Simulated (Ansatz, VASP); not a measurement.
TiO2 in VASP and in Ansatz

```
Ti O
1.0
     4.64798   -0.00002    0.00006
    -0.00004    4.65135   -0.00003
    -0.00009    0.00007    2.97445
Ti O
2 4
Direct
  0.00006 0.00000 0.97398
  0.50008 0.49995 0.47403
  0.30413 0.30445 0.01301
  0.19580 0.80446 0.51298
  0.69580 0.69557 0.01299
  0.80412 0.19558 0.51302
```

Change from the starting cell: all atoms moved at random, sigma 0.1 Å a component, cell strained at random, sigma 0.03; relaxed back.

Alike in both runs: functional PBE; k mesh 6 × 6 × 8; occupations gaussian, width 0.05 eV; no spin polarisation.

Ansatz relaxed the structure, and its values are those at the end. VASP's run is a single point on that final structure, the one shown.

|  | VASP | Ansatz |
| --- | --- | --- |
| version | VASP 6.6.1 | Ansatz 0.2.0 |
| potentials or method | VASP PAW PBE potentials, release 64 (Ti_sv, O), cutoff 520 eV | scalar-relativistic, plane waves, PAW |
| valence electrons in the cell | 48 | 48 |

|  | VASP | Ansatz | Ansatz less VASP |
| --- | --- | --- | --- |
| gap on the k mesh at the Fermi level (eV) | 2.01 | 2.03 | +0.023 |
| least direct gap on the mesh (eV) | 2.16 | 2.18 | +0.022 |
| pressure (GPa) | 0.7 | 0.0 | -0.66 |
| rms of the force components (eV/Å) | 0.024 | 0.000 | -0.0236 |
